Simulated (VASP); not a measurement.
# Ni (Fm-3m) in VASP: further runs, part 2 of 3

VASP 6.6.1.

### Step 3. Single point, PBE, collinear spin, ferromagnetic start

Contents of INCAR:

```
SYSTEM = Ni
PREC = Accurate
ENCUT = 520
EDIFF = 1E-7
ISMEAR = -1
SIGMA = 0.05
LREAL = .FALSE.
LASPH = .TRUE.
NELM = 150
ALGO = Normal
ISIF = 2
LWAVE = .FALSE.
LCHARG = .FALSE.
ISPIN = 2
MAGMOM = 0.73
LORBIT = 11
NUPDOWN = 0.73
LMAXMIX = 4
GGA = PE
NBANDS = 15
```

Contents of KPOINTS:

```
Automatic mesh
0
G
  15 15 15
  0 0 0
```

Contents of POSCAR:

```
Ni
1.0
    0.0000000000      1.7724000000      1.7724000000
    1.7724000000      0.0000000000      1.7724000000
    1.7724000000      1.7724000000      0.0000000000
Ni
1
Direct
    0.0000000000      0.0000000000      0.0000000000
```

Potentials or basis: VASP PAW PBE potentials, release 64 (Ni).

The run is started by

```console
$ cat potpaw_PBE.64/Ni/POTCAR > POTCAR
$ mpirun -np 1 vasp_std > vasp.out
```

OUTCAR:

```text
SYSTEM = Ni
   PREC = Accurate
   ENCUT = 520
   EDIFF = 1E-7
   ISMEAR = -1
   LREAL = .FALSE.
   LASPH = .TRUE.
   NELM = 150
   ISIF = 2
   ISPIN = 2
   LORBIT = 11
   NUPDOWN = 0.73
   GGA = PE

 ion  position               nearest neighbor table
   1  0.000  0.000  0.000-

  LATTYP: Found a face centered cubic cell.
 ALAT       =     3.5448000000

  Lattice vectors:

 A1 = (   0.0000000000,   1.7724000000,   1.7724000000)
 A2 = (   1.7724000000,   0.0000000000,   1.7724000000)
 A3 = (   1.7724000000,   1.7724000000,   0.0000000000)

Analysis of symmetry for initial positions (statically):
=====================================================================
 Subroutine PRICEL returns:
 Original cell was already a primitive cell.

 Routine SETGRP: Setting up the symmetry group for a
 face centered cubic supercell.

 Subroutine GETGRP returns: Found 48 space group operations
 (whereof 48 operations were pure point group operations)
 out of a pool of 48 trial point group operations.

The static configuration has the point symmetry O_h .

Analysis of symmetry for dynamics (positions and initial velocities):
=====================================================================
 Subroutine PRICEL returns:
 Original cell was already a primitive cell.

 Routine SETGRP: Setting up the symmetry group for a
 face centered cubic supercell.

 Subroutine GETGRP returns: Found 48 space group operations
 (whereof 48 operations were pure point group operations)
 out of a pool of 48 trial point group operations.

The dynamic configuration has the point symmetry O_h .

Analysis of structural, dynamic, and magnetic symmetry:
=====================================================================
 Subroutine PRICEL returns:
 Original cell was already a primitive cell.

 Routine SETGRP: Setting up the symmetry group for a
 face centered cubic supercell.

 Subroutine GETGRP returns: Found 48 space group operations
 (whereof 48 operations were pure point group operations)
 out of a pool of 48 trial point group operations.

The overall configuration has the point symmetry O_h .

[... 153 lines left out ...]
  band No.  band energies     occupation
      1       0.1878      1.00000
      2       6.5923      1.00000
      3       6.5923      1.00000
      4       6.5923      1.00000
      5       7.7334      1.00000
      6       7.7334      1.00000
      7      32.5698      0.00000
      8      36.2406      0.00000
      9      36.2406      0.00000
     10      36.2406      0.00000
     11      39.0940      0.00000
     12      39.0940      0.00000
     13      39.0940      0.00000
     14      42.1305      0.00000
[... 403 lines left out ...]
      4       6.9591      1.00000
      5       7.4032      1.00000
      6       7.9000      1.00000
      7      28.4332      0.00000
      8      30.9402      0.00000
      9      31.4811      0.00000
     10      33.7237      0.00000
     11      37.8418      0.00000
     12      42.5065      0.00000
     13      44.2439      0.00000
     14      44.8195      0.00000
     15      49.3848      0.00000

 [... further k-points ...]

 spin component 2

 k-point     1 :       0.0000    0.0000    0.0000
  band No.  band energies     occupation
      1       0.1780      1.00000
      2       7.4481      1.00000
      3       7.4481      1.00000
      4       7.4481      1.00000
      5       8.4132      1.00000
      6       8.4132      1.00000
      7      32.4190      0.00000
      8      36.2540      0.00000
      9      36.2540      0.00000
     10      36.2540      0.00000
     11      39.2311      0.00000
     12      39.2311      0.00000
     13      39.2311      0.00000
     14      42.0335      0.00000
[... 403 lines left out ...]
      4       7.8217      1.00000
      5       8.0909      1.00000
      6       8.5955      0.99984
      7      28.5367      0.00000
      8      31.0575      0.00000
      9      31.4758      0.00000
     10      33.7223      0.00000
     11      38.0897      0.00000
     12      42.5146      0.00000
     13      44.2044      0.00000
     14      44.7952      0.00000
     15      49.5973      0.00000

 [... further k-points ...]
[... 5 lines left out ...]
  --------------------------------------------------------------------------------------
  -------------------------------------------------------------------------------------
  Total       -0.2520231     -0.2520231     -0.2520231     -0.0000000      0.0000000     -0.0000000
  in kB      -36.2606564    -36.2606564    -36.2606564     -0.0000000      0.0000000     -0.0000000
  external PRESSURE =     -36.2606564 kB  Pullay stress =       0.0000000 kB

 VOLUME and BASIS-vectors are now :
 -----------------------------------------------------------------------------
  energy-cutoff  :      520.00
  volume of cell :       11.14
      direct lattice vectors                 reciprocal lattice vectors
     0.000000000  1.772400000  1.772400000    -0.282103363  0.282103363  0.282103363
     1.772400000  0.000000000  1.772400000     0.282103363 -0.282103363  0.282103363
     1.772400000  1.772400000  0.000000000     0.282103363  0.282103363 -0.282103363

 POSITION                                       TOTAL-FORCE (eV/Angst)
 -----------------------------------------------------------------------------------
      0.00000      0.00000      0.00000         0.000000      0.000000      0.000000
 -----------------------------------------------------------------------------------
    total drift:                                0.000000      0.000000      0.000000

  FREE ENERGIE OF THE ION-ELECTRON SYSTEM (eV)
  ---------------------------------------------------
  free  energy   TOTEN  =        -5.4685229901 eV

  energy  without entropy=       -5.4544783102  energy(sigma->0) =       -5.46150065

 total charge

# of ion       s       p       d       tot
------------------------------------------
    1        0.491   0.483   8.293   9.267

 magnetization (x)

# of ion       s       p       d       tot
------------------------------------------
    1       -0.004  -0.019   0.763   0.740
```

OSZICAR:

```text
N       E                     dE             d eps       ncg     rms          rms(c)
DAV:   1     0.324171360863E+02    0.32417E+02   -0.42076E+03  7748   0.850E+02
DAV:   2    -0.510127535348E+01   -0.37518E+02   -0.34675E+02  8082   0.161E+02
DAV:   3    -0.649399075674E+01   -0.13927E+01   -0.13829E+01  8803   0.303E+01
DAV:   4    -0.650263873700E+01   -0.86480E-02   -0.86465E-02  8772   0.224E+00
DAV:   5    -0.650275454967E+01   -0.11581E-03   -0.11581E-03  8983   0.234E-01    0.976E+00
DAV:   6    -0.581247483852E+01    0.69028E+00   -0.14008E+01 10378   0.407E+01    0.599E+00
DAV:   7    -0.548491654065E+01    0.32756E+00   -0.22551E+00  9708   0.152E+01    0.191E+00
DAV:   8    -0.547193969622E+01    0.12977E-01   -0.18745E-02  8551   0.870E-01    0.103E+00
DAV:   9    -0.546905505361E+01    0.28846E-02   -0.21462E-03 11680   0.298E-01    0.247E-01
DAV:  10    -0.546851780514E+01    0.53725E-03   -0.11969E-03 10693   0.199E-01    0.596E-02
DAV:  11    -0.546852208512E+01   -0.42800E-05   -0.14555E-05  8234   0.400E-02    0.257E-02
DAV:  12    -0.546852251739E+01   -0.43227E-06   -0.24938E-06 10092   0.147E-02    0.686E-03
DAV:  13    -0.546852294632E+01   -0.42893E-06   -0.48032E-07  8754   0.778E-03    0.740E-04
DAV:  14    -0.546852299012E+01   -0.43809E-07   -0.55647E-09  6589   0.629E-04
   1 F= -.54685230E+01 E0= -.54615007E+01  d E =-.140447E-01  mag=     0.7300
```

stdout:

```text
POSCAR found type information on POSCAR Ni
 POSCAR found :  1 types and       1 ions
 scaLAPACK will be used
 LDA part: xc-table for (Slater+PW92), standard interpolation
 POSCAR, INCAR and KPOINTS ok, starting setup
 FFT: planning ... GRIDC
 FFT: planning ... GRID_SOFT
 FFT: planning ... GRID
 WAVECAR not read
 entering main loop
```

It took 24 s on 1 thread of Intel Xeon 6975P-C (Granite Rapids), shared host; peak memory 0.14 GiB.

Results:

```yaml
Free_energy: -5.4685 eV
Pressure: -3.6 GPa
Net_moment: 0.73 μB per cell
Site_moments: Ni +0.74 μB
Valence_electrons_inside_the_program's_atomic_spheres: Ni 9.27
```

Caveat: the total moment is fixed, so each spin has its own Fermi level.

### Step 4. Single point, PBE, collinear spin, ferromagnetic start

Contents of INCAR:

```
PREC = Accurate
ENCUT = 520
EDIFF = 1E-6
ISMEAR = -1
SIGMA = 0.05
LREAL = F
LASPH = T
NELM = 150
ALGO = Normal
ISIF = 2
LWAVE = F
LCHARG = T
ISPIN = 2
MAGMOM = 1.22
LORBIT = 11
NUPDOWN = 1.22
LMAXMIX = 4
GGA = PE
LELF = T
LVHAR = T
NBANDS = 15
```

Contents of KPOINTS:

```
Automatic mesh
0
Gamma
  15 15 15
```

POSCAR is that of step 3.

Potentials or basis: VASP PAW PBE potentials, release 64 (Ni).

The run is started by

```console
$ cat potpaw_PBE.64/Ni/POTCAR > POTCAR
$ mpirun -np 1 vasp_std > vasp.out
```

OUTCAR:

```text
PREC = Accurate
   ENCUT = 520
   EDIFF = 1E-6
   ISMEAR = -1
   LREAL = F
   LASPH = T
   NELM = 150
   ISIF = 2
   ISPIN = 2
   LORBIT = 11
   NUPDOWN = 1.22
   GGA = PE

 ion  position               nearest neighbor table
   1  0.000  0.000  0.000-

  LATTYP: Found a face centered cubic cell.
 ALAT       =     3.5448000000

  Lattice vectors:

 A1 = (   0.0000000000,   1.7724000000,   1.7724000000)
 A2 = (   1.7724000000,   0.0000000000,   1.7724000000)
 A3 = (   1.7724000000,   1.7724000000,   0.0000000000)

Analysis of symmetry for initial positions (statically):
=====================================================================
 Subroutine PRICEL returns:
 Original cell was already a primitive cell.

 Routine SETGRP: Setting up the symmetry group for a
 face centered cubic supercell.

 Subroutine GETGRP returns: Found 48 space group operations
 (whereof 48 operations were pure point group operations)
 out of a pool of 48 trial point group operations.

The static configuration has the point symmetry O_h .

Analysis of symmetry for dynamics (positions and initial velocities):
=====================================================================
 Subroutine PRICEL returns:
 Original cell was already a primitive cell.

 Routine SETGRP: Setting up the symmetry group for a
 face centered cubic supercell.

 Subroutine GETGRP returns: Found 48 space group operations
 (whereof 48 operations were pure point group operations)
 out of a pool of 48 trial point group operations.

The dynamic configuration has the point symmetry O_h .

Analysis of structural, dynamic, and magnetic symmetry:
=====================================================================
 Subroutine PRICEL returns:
 Original cell was already a primitive cell.

 Routine SETGRP: Setting up the symmetry group for a
 face centered cubic supercell.

 Subroutine GETGRP returns: Found 48 space group operations
 (whereof 48 operations were pure point group operations)
 out of a pool of 48 trial point group operations.

The overall configuration has the point symmetry O_h .

 Subroutine INISYM returns: Found 48 space group operations
 (whereof 48 operations are pure point group operations),
 and found     1 'primitive' translations

[... 150 lines left out ...]
      1       0.0621      1.00000
      2       6.1576      1.00000
      3       6.1576      1.00000
      4       6.1576      1.00000
      5       7.2663      1.00000
      6       7.2663      1.00000
      7      32.4623      0.00000
      8      36.1086      0.00000
      9      36.1086      0.00000
     10      36.1086      0.00000
     11      38.8954      0.00000
     12      38.8954      0.00000
     13      38.8954      0.00000
     14      42.0165      0.00000
[... 403 lines left out ...]
      4       6.5176      1.00000
      5       6.9527      1.00000
      6       7.4292      1.00000
      7      28.2535      0.00000
      8      30.7693      0.00000
      9      31.3275      0.00000
     10      33.5749      0.00000
     11      37.6564      0.00000
     12      42.3579      0.00000
     13      44.1167      0.00000
     14      44.6872      0.00000
     15      49.1972      0.00000

 [... further k-points ...]

 spin component 2

 k-point     1 :       0.0000    0.0000    0.0000
  band No.  band energies     occupation
      1       0.2935      1.00000
      2       7.4220      1.00000
      3       7.4220      1.00000
      4       7.4220      1.00000
      5       8.3756      0.99981
      6       8.3756      0.99981
      7      32.5469      0.00000
      8      36.3742      0.00000
      9      36.3742      0.00000
     10      36.3742      0.00000
     11      39.3059      0.00000
     12      39.3059      0.00000
     13      39.3059      0.00000
     14      42.2069      0.00000
[... 403 lines left out ...]
      4       7.7931      1.00000
      5       8.0605      1.00000
      6       8.5564      0.99315
      7      28.6283      0.00000
      8      31.1491      0.00000
      9      31.5904      0.00000
     10      33.8390      0.00000
     11      38.1628      0.00000
     12      42.6209      0.00000
     13      44.3243      0.00000
     14      44.9112      0.00000
     15      49.6506      0.00000

 [... further k-points ...]
[... 5 lines left out ...]
  --------------------------------------------------------------------------------------
  -------------------------------------------------------------------------------------
  Total        0.1322257      0.1322257      0.1322257      0.0000000      0.0000000      0.0000000
  in kB       19.0244169     19.0244169     19.0244169      0.0000000      0.0000000      0.0000000
  external PRESSURE =      19.0244169 kB  Pullay stress =       0.0000000 kB

 VOLUME and BASIS-vectors are now :
 -----------------------------------------------------------------------------
  energy-cutoff  :      520.00
  volume of cell :       11.14
      direct lattice vectors                 reciprocal lattice vectors
     0.000000000  1.772400000  1.772400000    -0.282103363  0.282103363  0.282103363
     1.772400000  0.000000000  1.772400000     0.282103363 -0.282103363  0.282103363
     1.772400000  1.772400000  0.000000000     0.282103363  0.282103363 -0.282103363

 POSITION                                       TOTAL-FORCE (eV/Angst)
 -----------------------------------------------------------------------------------
      0.00000      0.00000      0.00000        -0.000000      0.000000      0.000000
 -----------------------------------------------------------------------------------
    total drift:                                0.000000     -0.000000      0.000000

  FREE ENERGIE OF THE ION-ELECTRON SYSTEM (eV)
  ---------------------------------------------------
  free  energy   TOTEN  =        -5.2199377384 eV

  energy  without entropy=       -5.2085563357  energy(sigma->0) =       -5.21424704

 total charge

# of ion       s       p       d       tot
------------------------------------------
    1        0.509   0.524   8.212   9.246

 magnetization (x)

# of ion       s       p       d       tot
------------------------------------------
    1        0.022   0.041   1.130   1.193
```

Run time: 20 s. Hardware: 1 thread of Intel Xeon 6975P-C (Granite Rapids), shared host; peak memory 0.15 GiB.

Results:

- Free energy: -5.2199 eV
- Pressure: 1.9 GPa
- Net moment: 1.22 μB per cell
- Site moments: Ni +1.19 μB
- Valence electrons inside the program's atomic spheres: Ni 9.25

Caveat: the total moment is fixed, so each spin has its own Fermi level.

[end of part 2 of 3]
